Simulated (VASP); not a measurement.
Write the native input for VASP 6.6.1 that does the following.

- Task: single point
- Functional: PBEsol
- Potentials or basis: VASP PAW PBE potentials, release 64 (Sc_sv, Al)
- Cutoff: 520 eV
- k mesh: 12 × 12 × 12
- Occupations: gaussian, width 0.15 eV
- Spin: no spin polarisation
- Dipole correction: no
- Further INCAR settings: ALGO = Fast; EDIFF = 1e-06; NBANDS = 26

The structure of Sc3Al lies in POSCAR:

```
Sc3Al
1.0
    5.0503319131      0.0000000000      0.0000000000
    0.0000000000      5.0503319131      0.0000000000
    0.0000000000      0.0000000000      3.2827157435
Sc Al
3 1
Direct
    0.5000000000      0.0000000000      0.5000000000
    0.0000000000      0.5000000000      0.5000000000
    0.5000000000      0.5000000000      0.0000000000
    0.0000000000      0.0000000000      0.0000000000
```

This cell differs from its parent crystal: ratio of the length along z to the lengths across it x 0.65, volume and fractional coordinates fixed.

These files were run (other wordings do the same):

INCAR

```
ALGO = Fast
EDIFF = 1E-6
ENCUT = 520
GGA = PS
ISIF = 2
ISMEAR = 0
LASPH = True
LCHARG = True
LELF = True
LREAL = False
LVHAR = True
LWAVE = False
NBANDS = 26
NELM = 60
PREC = Accurate
SIGMA = 0.15
```

KPOINTS

```
k-points
0
Gamma
  12 12 12
```

Potentials or basis: VASP PAW PBE potentials, release 64 (Sc_sv, Al).

Run with:

```console
$ cat potpaw_PBE.64/Sc_sv/POTCAR potpaw_PBE.64/Al/POTCAR > POTCAR
$ mpirun -np 1 vasp_std > vasp.out
```

It gave:

```
Pressure               : 1.1 GPa
Band gap on the k mesh : zero (bands 18 and 19 overlap by 1.31 eV)
```

Caveat: the stress differs along the axes, from -1 to 5 GPa; the PAW data sets were made with another functional, which shifts forces and pressure a little.

Run time: 3.8 min on 1 thread of Intel(R) Xeon(R) 6975P-C (Granite Rapids) (shared host), peak memory 0.45 GiB.
